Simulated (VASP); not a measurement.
Write the native input for VASP 6.6.1 that does the following.

```
Task                   : single point
Functional             : LDA
Potentials or basis    : VASP PAW LDA potentials, release 64 (Ga_d, P)
Cutoff                 : 520 eV
k mesh                 : 9 × 9 × 9
Occupations            : gaussian, width 0.05 eV
Spin                   : no spin polarisation
Dipole correction      : no
Further INCAR settings : ALGO = Normal; EDIFF = 1e-06; NBANDS = 26
```

The structure of GaP lies in POSCAR:

```
GaP
1.0
    2.0336984476      1.1741563462      5.6298196225
   -2.0336984476      1.1741563462      5.6298196225
    0.0000000000     -2.3483126923      5.6298196225
Ga P
2 2
Direct
    0.4359784395      0.4359784395      0.4359784395
    0.5640215605      0.5640215605      0.5640215605
    0.0580350955      0.0580350955      0.0580350955
    0.9419649045      0.9419649045      0.9419649045
```

These files were run (other wordings do the same):

INCAR

```
SYSTEM = GaP
ALGO     = Normal         ! electronic algorithm
EDIFF    = 1E-6           ! SCF threshold, eV
ENCUT    = 520            ! plane-wave cutoff, eV
GGA      = CA             ! functional
ISIF     = 2              ! what is computed and relaxed
ISMEAR   = 0              ! smearing method
LASPH    = .TRUE.         ! aspherical terms in the spheres
LCHARG   = .TRUE.         ! write CHGCAR
LELF     = .TRUE.         ! ELF
LREAL    = .FALSE.        ! projectors in reciprocal space
LVHAR    = .TRUE.       
LWAVE    = .FALSE.        ! write WAVECAR
NBANDS   = 26             ! bands
NELM     = 60             ! most SCF steps
PREC     = Accurate       ! precision mode
SIGMA    = 0.05           ! smearing width, eV
```

KPOINTS

```
k-points
0
G
  9 9 9
  0 0 0
```

Potentials or basis: VASP PAW LDA potentials, release 64 (Ga_d, P).

Command:

```console
$ cat potpaw_LDA.64/Ga_d/POTCAR potpaw_LDA.64/P/POTCAR > POTCAR
$ mpirun -np 1 vasp_std > vasp.out
```

It gave:

```json
{
 "Pressure": "4.6 GPa",
 "Largest force": "4.036 eV/Å",
 "Band gap on the k mesh": "zero (bands 18 and 19 overlap by 0.27 eV)"
}
```

Caveat: the stress differs along the axes, from -10 to 34 GPa; semilocal functionals underestimate gaps, and a narrow one can read as zero; forces of over 1 eV/Å act on the atoms, so gaps and moduli don't describe the material at rest.

Wall time 2.6 min on 1 thread of Intel(R) Xeon(R) 6975P-C (Granite Rapids), with other jobs on the host, peak memory 0.34 GiB.
